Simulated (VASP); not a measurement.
Input of a VASP 6.6.1 run:

File INCAR:

```
SYSTEM = AlGa3N4
PREC = Accurate
ENCUT = 520
EDIFF = 1E-7
ISMEAR = 0
SIGMA = 0.05
LREAL = .FALSE.
LASPH = .TRUE.
NELM = 80
ALGO = Normal
ISIF = 2
LWAVE = .FALSE.
LCHARG = .FALSE.
GGA = PS
NBANDS = 41
```

KPOINTS

```
Automatic mesh
0
G
  6 6 6
  0 0 0
```

The input POSCAR:

```
AlGa3N4
1.0
    4.6762132780      0.0000000000      0.0000000000
    0.0000000000      4.4675774128      0.0000000000
    0.0000000000      0.0000000000      4.4675774128
Al Ga N
1 3 4
Direct
    0.0000000000      0.0000000000      0.0000000000
    0.5000000000      0.5000000000      0.0000000000
    0.5000000000      0.0000000000      0.5000000000
    0.0000000000      0.5000000000      0.5000000000
    0.7550464072      0.7550464072      0.2449535928
    0.7550464072      0.2449535928      0.7550464072
    0.2449535928      0.7550464072      0.7550464072
    0.2449535928      0.2449535928      0.2449535928
```

Potentials or basis: VASP PAW PBE potentials, release 64 (Al, Ga_d, N).

Command:

```sh
$ cat potpaw_PBE.64/Al/POTCAR potpaw_PBE.64/Ga_d/POTCAR potpaw_PBE.64/N/POTCAR > POTCAR
$ mpirun -np 1 vasp_std > vasp.out
```

Question: Predict the pressure.

Answer: -8.2 GPa.

Question: Estimate the band gap on the k mesh.

Answer: 1.91 eV.

Question: What does it give for the largest force?

Answer: 0.040 eV/Å.

Stress tensor (GPa, compression positive):
```
-12.54   0.00   0.00
  0.00  -6.00   0.00
  0.00   0.00  -6.00
```

Caveat: the cell differs from its parent crystal (atoms displaced along a vibrational mode, the cell strained); the cell stands under tension; the PAW data sets were made with another functional, which shifts forces and pressure a little.
